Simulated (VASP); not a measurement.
# MgI2 (P-1) in VASP: single point with PBE

Aim: the single point of MgI2 with PBE.

Program: VASP 6.6.1. These are calculated values, not measurements. Logs are shortened: lines on timing, memory, paths and dates and some standing lists are left out, and cuts for length are marked.

## (1) The cell of the first run

The typed cell holds 3 atoms: a = 4.154 Å, b = 4.154 Å, c = 6.862 Å, α = 90.54°, β = 88.93°, γ = 120.00°.

## (2) Single point, PBE (strain +0.0187 x Voigt [0, 0, 0, 0, 1, 0])

INCAR reads:

```
PREC     = Accurate       # precision mode
ENCUT    = 520            # plane-wave cutoff, eV
EDIFF    = 1E-6           # SCF threshold, eV
ISMEAR   = 0              # smearing method
SIGMA    = 0.05           # smearing width, eV
LREAL    = False          # projectors in reciprocal space
LASPH    = True           # aspherical terms in the spheres
NELM     = 80             # most SCF steps
ALGO     = Normal         # electronic algorithm
ISIF     = 2              # what is computed and relaxed
LWAVE    = False          # write WAVECAR
LCHARG   = True           # write CHGCAR
GGA      = PE             # functional
LELF     = True           # ELF
LVHAR    = True         
NBANDS   = 15             # bands
```

KPOINTS reads:

```
regular mesh
0
Gamma
  6 6 4
```

POSCAR reads:

```
MgI2
1.0
    4.1537001214      0.0000000000      0.0388370961
   -2.0768500607      3.5972098248     -0.0194185481
    0.0641597000      0.0000000000      6.8620000000
Mg I
1 2
Direct
    0.0000000000      0.0000000000      0.0000000000
    0.3333333333      0.6666666667      0.7576300000
    0.6666666667      0.3333333333      0.2423700000
```

Potentials or basis: VASP PAW PBE potentials, release 64 (Mg, I).

On the command line:

```sh
$ cat potpaw_PBE.64/Mg/POTCAR potpaw_PBE.64/I/POTCAR > POTCAR
$ mpirun -np 1 vasp_std > vasp.out
```

OUTCAR:

```text
PREC = Accurate
   ENCUT = 520
   EDIFF = 1E-6
   ISMEAR = 0
   LREAL = False
   LASPH = True
   NELM = 80
   ISIF = 2
   GGA = PE

 ion  position               nearest neighbor table
   1  0.000  0.000  0.000-   2 2.90   3 2.90   2 2.92   3 2.92   3 2.94   2 2.94
   2  0.333  0.667  0.758-   1 2.90   1 2.92   1 2.94
   3  0.667  0.333  0.242-   1 2.90   1 2.92   1 2.94

  LATTYP: Found a base centered monoclinic cell.
 ALAT       =     4.1538816809
 B/A-ratio  =     1.7319751024
 C/A-ratio  =     1.6520210413
 COS(beta)  =    -0.0186983653

  Lattice vectors:

 A1 = (  -2.0768500607,   3.5972098248,  -0.0194185481)
 A2 = (  -2.0768500607,  -3.5972098248,  -0.0194185480)
 A3 = (   0.0641597000,   0.0000000000,   6.8620000000)

Analysis of symmetry for initial positions (statically):
=====================================================================
 Subroutine PRICEL returns:
 Original cell was already a primitive cell.

 Routine SETGRP: Setting up the symmetry group for a
 base centered monoclinic supercell.

 Subroutine GETGRP returns: Found  2 space group operations
 (whereof  2 operations were pure point group operations)
 out of a pool of  4 trial point group operations.

The static configuration has the point symmetry S_2 .

Analysis of symmetry for dynamics (positions and initial velocities):
=====================================================================
 Subroutine PRICEL returns:
 Original cell was already a primitive cell.

 Routine SETGRP: Setting up the symmetry group for a
 base centered monoclinic supercell.

 Subroutine GETGRP returns: Found  2 space group operations
 (whereof  2 operations were pure point group operations)
 out of a pool of  4 trial point group operations.

The dynamic configuration has the point symmetry S_2 .

 Subroutine INISYM returns: Found  2 space group operations
 (whereof  2 operations are pure point group operations),
 and found     1 'primitive' translations

----------------------------------------------------------------------------------------

                                     Primitive cell

  volume of cell :     102.5212

  direct lattice vectors                    reciprocal lattice vectors
     4.153700121  0.000000000  0.038837096     0.240770253  0.138996618 -0.002251202
    -2.076850061  3.597209825 -0.019418548     0.000000000  0.277993236  0.000000000
     0.064159700  0.000000000  6.862000000    -0.001362696  0.000000000  0.145742849

  length of vectors
     4.153881681  4.153745512  6.862299940     0.278020579  0.277993236  0.145749220
[... 90 lines left out ...]
   ISYM   =      2    0-nonsym 1-usesym 2-fastsym
   POTIM  = 0.5000    time-step for ionic-motion
   TEBEG  =    0.0;   TEEND  =   0.0 temperature during run
   PSTRESS=    0.0 pullay stress
   NELECT =      16.0000    total number of electrons
   NUPDOWN=      -1.0000    fix difference up-down
   EMIN   =  10.00;   EMAX   =-10.00  energy-range for DOS
   EFERMI =   0.00;   METHOD = LEGACY
   ISMEAR =     0;   SIGMA  =   0.05  broadening in eV -4-tet -1-fermi 0-gaus
   EFERMI_NEDOS =   21; number of points for ismear=-14 and -15
   IALGO  =     38    algorithm
   IMIX   =      4    mixing-type and parameters
     AMIX     =   0.40;   BMIX     =  1.00
     AMIX_MAG =   1.60;   BMIX_MAG =  1.00
  volume/ion in A,a.u.               =      34.17       230.62
  Fermi-wavevector in a.u.,A,eV,Ry     =   0.881408  1.665619 10.570093  0.776880
  Thomas-Fermi vector in A             =   2.001900
   LORBIT       =      0    0 simple, 1 ext, 2 COOP (PROOUT), +10 PAW based schemes
   GGA     = PE    functional components
   LHFCALC =     F    Hartree Fock is set to
   AEXX    =    0.0000 exact exchange contribution
   IVDW    =     0    specifies the selected vdW correction
   LEPSILON=     F    determine dielectric tensor
   LRPA    =     F    only Hartree local field effects (RPA)
 non-spin polarized calculation
 Gauss-broadening in eV      SIGMA  =   0.05
  energy-cutoff  :      520.00
  volume of cell :      102.52
 maximum number of plane-waves:      2786
   NGX = 15   NGY = 15   NGZ = 25

 number of electron      16.0000001 magnetization

 Free energy of the ion-electron system (eV)
  ---------------------------------------------------
  ext. energy  EPLUGINS =         0.00000000
  ---------------------------------------------------
  free energy    TOTEN  =        -7.69355536 eV

  energy without entropy =       -7.69355536  energy(sigma->0) =       -7.69355536

 E-fermi :   2.5748     XC(G=0):  -8.2140

 val. band max:        2.3291873580   @ k =   0.0000   0.0000   0.0000
 cond. band min:       5.8259839200   @ k =   0.5000   0.0000   0.2500
 fundamental gap:      3.4967965620
 Fermi energy:         2.5747728474

 k-point     1 :       0.0000    0.0000    0.0000
  band No.  band energies     occupation
      1      -9.7685      2.00000
      2      -9.0512      2.00000
      3      -1.2268      2.00000
      4       1.8453      2.00000
      5       1.8571      2.00000
      6       2.2022      2.00000
      7       2.2663      2.00000
      8       2.3292      2.00000
      9       6.0136      0.00000
     10       7.0764      0.00000
     11       8.9509      0.00000
     12       9.0459      0.00000
     13       9.7933      0.00000
     14      10.4159      0.00000
[... 401 lines left out ...]
      2      -8.9013      2.00000
      3      -1.0111      2.00000
      4      -0.1554      2.00000
      5       0.5390      2.00000
      6       1.1650      2.00000
      7       1.7777      2.00000
      8       1.8469      2.00000
      9       6.1058      0.00000
     10       7.8742      0.00000
     11       8.5538      0.00000
     12       9.6873      0.00000
     13       9.7599      0.00000
     14      10.5640      0.00000
     15      11.6252      0.00000

 [... further k-points ...]
[... 5 lines left out ...]
  --------------------------------------------------------------------------------------
  -------------------------------------------------------------------------------------
  Total        0.7296258      0.7249727      0.8972863     -0.0269822      0.0029721     -0.2030237
  in kB       11.4024213     11.3297042     14.0225815     -0.4216709      0.0464466     -3.1728072
  external PRESSURE =      12.2515690 kB  Pullay stress =       0.0000000 kB

 VOLUME and BASIS-vectors are now :
 -----------------------------------------------------------------------------
  energy-cutoff  :      520.00
  volume of cell :      102.52
      direct lattice vectors                 reciprocal lattice vectors
     4.153700121  0.000000000  0.038837096     0.240770253  0.138996618 -0.002251202
    -2.076850061  3.597209825 -0.019418548     0.000000000  0.277993236  0.000000000
     0.064159700  0.000000000  6.862000000    -0.001362696  0.000000000  0.145742849

 POSITION                                       TOTAL-FORCE (eV/Angst)
 -----------------------------------------------------------------------------------
      0.00000      0.00000      0.00000        -0.000000      0.000000      0.000000
      0.04861      2.39814      5.19886         0.052731     -0.000398     -0.031771
      2.09240      1.19907      1.68256        -0.052731      0.000398      0.031771
 -----------------------------------------------------------------------------------
    total drift:                               -0.000000      0.000000     -0.000000

  FREE ENERGIE OF THE ION-ELECTRON SYSTEM (eV)
  ---------------------------------------------------
  free  energy   TOTEN  =        -7.6935553586 eV

  energy  without entropy=       -7.6935553586  energy(sigma->0) =       -7.69355536
```

OSZICAR:

```text
N       E                     dE             d eps       ncg     rms          rms(c)
DAV:   1     0.761949133081E+02    0.76195E+02   -0.58287E+03  2280   0.843E+02
DAV:   2    -0.174631421074E+01   -0.77941E+02   -0.70407E+02  3160   0.131E+02
DAV:   3    -0.772821480928E+01   -0.59819E+01   -0.59558E+01  2966   0.418E+01
DAV:   4    -0.784244392736E+01   -0.11423E+00   -0.11422E+00  3291   0.686E+00
DAV:   5    -0.784358128879E+01   -0.11374E-02   -0.11373E-02  3053   0.637E-01    0.403E+00
DAV:   6    -0.771868095765E+01    0.12490E+00   -0.11049E-01  2658   0.169E+00    0.274E+00
DAV:   7    -0.769516440440E+01    0.23517E-01   -0.12012E-01  2798   0.173E+00    0.740E-01
DAV:   8    -0.769341653984E+01    0.17479E-02   -0.77047E-03  2672   0.500E-01    0.261E-01
DAV:   9    -0.769356263792E+01   -0.14610E-03   -0.98572E-04  3141   0.187E-01    0.954E-02
DAV:  10    -0.769354892592E+01    0.13712E-04   -0.35151E-05  2938   0.411E-02    0.358E-02
DAV:  11    -0.769355480582E+01   -0.58799E-05   -0.13880E-05  2938   0.233E-02    0.217E-02
DAV:  12    -0.769355535863E+01   -0.55281E-06   -0.51993E-07  2414   0.444E-03
   1 F= -.76935554E+01 E0= -.76935554E+01  d E =-.652717E-14
```

stdout:

```text
POSCAR found type information on POSCAR MgI
 POSCAR found :  2 types and       3 ions
 scaLAPACK will be used
 LDA part: xc-table for (Slater+PW92), standard interpolation
 POSCAR, INCAR and KPOINTS ok, starting setup
 FFT: planning ... GRIDC
 FFT: planning ... GRID_SOFT
 FFT: planning ... GRID
 WAVECAR not read
 entering main loop
```

Run time: 36 s. Hardware: 1 thread of Intel Xeon 6975P-C (Granite Rapids), shared host; peak memory 0.3 GiB.

Results:

| Property | Result |
| --- | --- |
| Free energy | -7.6936 eV |
| Pressure | 1.2 GPa |
| Largest force | 0.062 eV/Å |
| Band gap on the k mesh | 3.50 eV, indirect (least direct gap 3.68 eV) |

Forces in eV/Å, atoms in the order of the input:
```
Mg   0.000  0.000  0.000
I    0.053  0.000 -0.032
I   -0.053  0.000  0.032
```

Caveat: the cell differs from its parent crystal (strain +0.0187 x Voigt [0, 0, 0, 0, 1, 0]); spin-orbit coupling is left out, which moves the levels of the heavy elements. A k mesh can miss the band edges.
